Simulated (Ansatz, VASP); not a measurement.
# Ta in VASP and in Ansatz

```
Ta
1.0
    -1.66761    1.66761    1.66761
     1.66761   -1.66761    1.66761
     1.66761    1.66761   -1.66761
Ta
1
Cartesian
  0.0000 0.0000 0.0000
```

Alike in both runs: task single point; functional revPBE; k mesh 22 × 22 × 22; occupations fermi-dirac, width 0.1 eV; no spin polarisation.

|  | VASP | Ansatz |
| --- | --- | --- |
| version | VASP 6.6.1 | Ansatz 0.2.0 |
| potentials or method | VASP PAW PBE potentials, release 64 (Ta_pv), cutoff 520 eV | plane waves (420 eV) with PAW, scalar-relativistic |
| valence electrons in the cell | 11 | 13 |

Ansatz gave:

* pressure (GPa): -0.1

Problem. Estimate VASP's values.

Solution. Pressure (GPa): 0.0.

VASP's potentials were made for PBE, not for revPBE. The functional is the same, so the differences come from potentials, cutoffs and numerics. VASP's potentials hold 11 valence electrons a cell and Ansatz's 13, so a difference there can come from the potentials and not from the codes.

Neither program's run includes spin-orbit coupling.
